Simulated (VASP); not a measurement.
Runs of VASP 6.6.1 on BAs. The structure is that of space group P6_3/mmc (No. 194), or close to it. The cells are those of the table. 

| task | level | cell | k mesh | cutoff (eV) | gap on the mesh (eV) | pressure (GPa) | relaxed volume (Å³/atom) |
| --- | --- | --- | --- | --- | --- | --- | --- |
| relaxation of cell and atoms | PBE | relaxed from a = 3.044, b = 3.044, c = 4.961 Å, angles 90.0, 90.0, 120.0°, 4 atoms | 12 × 12 × 6 | 600 | none | 0.0 | (a) |
| single point | r2SCAN | a = 3.255, b = 3.255, c = 5.421 Å, angles 90.0, 90.0, 120.0°, 4 atoms | 12 × 12 × 6 | 520 | none | 0.3 | - |
| relaxation of cell and atoms | r2SCAN | relaxed from a = 3.268, b = 3.268, c = 5.431 Å, angles 90.0, 90.0, 120.0°, 4 atoms | 12 × 12 × 4 | 600 | none | 0.0 | 12.45 |
| single point | PBE | a = 3.255, b = 3.255, c = 5.421 Å, angles 90.0, 90.0, 120.0°, 4 atoms | 12 × 12 × 6 | 520 | none | 1.6 | - |
| single point | PBE | a = 3.268, b = 3.268, c = 5.431 Å, angles 90.0, 90.0, 120.0°, 4 atoms | 12 × 12 × 6 | 520 | none | 0.3 | - |
| single point | r2SCAN | a = 3.255, b = 3.255, c = 5.421 Å, angles 90.0, 90.0, 120.0°, 4 atoms | 12 × 12 × 4 | 520 | none | 0.1 | - |

Alike in all rows: potentials or basis VASP PAW PBE potentials, release 64 (B, As); no spin polarisation; smearing fermi-dirac 0.02 eV.

Problem. Fill in the values left out.

Solution. (a) 12.59.

Caveats: the PAW data sets were made with another functional, which shifts forces and pressure a little (some runs); the volume moved by over 15 % at a fixed basis, so the end points are rough (some runs).

A k mesh can miss the band edges, and the runs leave out spin-orbit coupling on As.

A gap of «none» marks levels without a gap at the run's occupations.
